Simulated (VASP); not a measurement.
TaC3:

```
Ta C
1.0
     2.21911   -2.77031    0.00000
     2.21911    2.77031    0.00000
     0.00000    0.00000    2.99385
Ta C
1 3
Direct
  0.00000 0.00000 0.00000
  0.50000 0.50000 0.00000
  0.00000 0.50000 0.50000
  0.50000 0.00000 0.50000
```

The cell was built from a structure type or drawn by symmetry, and may not be a known phase.

```yaml
Program: VASP 6.6.1
Task: relaxation of cell and atoms
Functional: PBE
Potentials_or_basis: VASP PAW PBE potentials, release 64 (Ta_pv, C)
Cutoff: 600 eV
k_mesh: 6 × 6 × 6
Occupations: gaussian, width 0.1 eV
Spin: no spin polarisation
```

At the start: pressure 0.5 GPa; volume 9.20 Å³/atom.

Q: How do energy, volume and symmetry change on relaxing?

A: Over 8 steps the energy falls by 6.4 meV/atom and the volume is 9.31 Å³/atom (+1.1 %); space group Cmmm (No. 65, to 0.1 Å) before and after.

The path:
```csv
step,energy change (eV),largest force (eV/Å),pressure (GPa),volume (Å³)
1,0.0000,0.0000,0.50,36.81
2,-0.0108,0.0000,0.09,36.96
3,-0.0194,0.0000,-0.79,37.39
4,-0.0210,0.0000,-0.62,37.27
5,-0.0255,0.0000,0.46,37.16
6,-0.0256,0.0000,0.34,37.17
7,-0.0255,0.0000,-0.73,37.30
8,-0.0258,0.0000,-0.15,37.23
```

Final structure:
```
Ta C
1.0
     2.18421   -2.88492    0.00000
     2.18421    2.88492    0.00000
     0.00000    0.00000    2.95427
Ta C
1 3
Direct
  0.00000 0.00000 0.00000
  0.50000 0.50000 0.00000
  0.00000 0.50000 0.50000
  0.50000 0.00000 0.50000
```
